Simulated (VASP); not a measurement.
A run of VASP 6.6.1 is set up as follows.

The input INCAR:

```
PREC = Accurate
ENCUT = 520
EDIFF = 1E-6
ISMEAR = -1
SIGMA = 0.05
LREAL = F
LASPH = T
NELM = 60
ALGO = Normal
ISIF = 2
LWAVE = F
LCHARG = F
GGA = PS
NBANDS = 43
```

The input KPOINTS:

```
Automatic mesh
0
Gamma
  4 4 4
```

POSCAR

```
Tl2GeF4
1.0
   -3.2779495822      1.4415696008      4.7505757301
    2.7024653441     -3.4644888823      5.4363473872
    3.1338542689      3.2951548599     -5.7455594477
Tl Ge F
2 1 4
Direct
    0.1181327191      0.4134728866     -0.2572614610
    0.1433928163      0.7652197464      0.4549593355
    0.1318918500      0.1118356236      0.0920735703
    0.3831603694      0.1218427751      0.4667830379
    0.7493615817      0.7431041010      0.6639654464
    0.4293883695      0.8668853246      1.0170545207
    0.8068068096      0.2388808747      0.1338260472
```

Potentials or basis: VASP PAW PBE potentials, release 64 (Tl_d, Ge_d, F).

Launch:

```console
$ cat potpaw_PBE.64/Tl_d/POTCAR potpaw_PBE.64/Ge_d/POTCAR potpaw_PBE.64/F/POTCAR > POTCAR
$ mpirun -np 1 vasp_std > vasp.out
```

Question: What does it give for the pressure?

Answer: -0.1 GPa.

Question: Predict the band gap on the k mesh.

Answer: 2.79 eV, indirect (least direct gap 2.91 eV).

Question: Estimate the largest force.

Answer: 0.121 eV/Å.

Forces in eV/Å, atoms in the order of the input:
```
Tl   0.001  0.007 -0.010
Tl  -0.003 -0.008  0.001
Ge   0.012 -0.038  0.114
F    0.013  0.061 -0.040
F   -0.036 -0.020 -0.049
F   -0.013  0.012  0.004
F    0.025 -0.014 -0.021
```

Caveat: the k points lie up to 0.47 Å⁻¹ apart; the PAW data sets were made with another functional, which shifts forces and pressure a little; spin-orbit coupling is left out, which moves the levels of the heavy elements. A k mesh can miss the band edges.
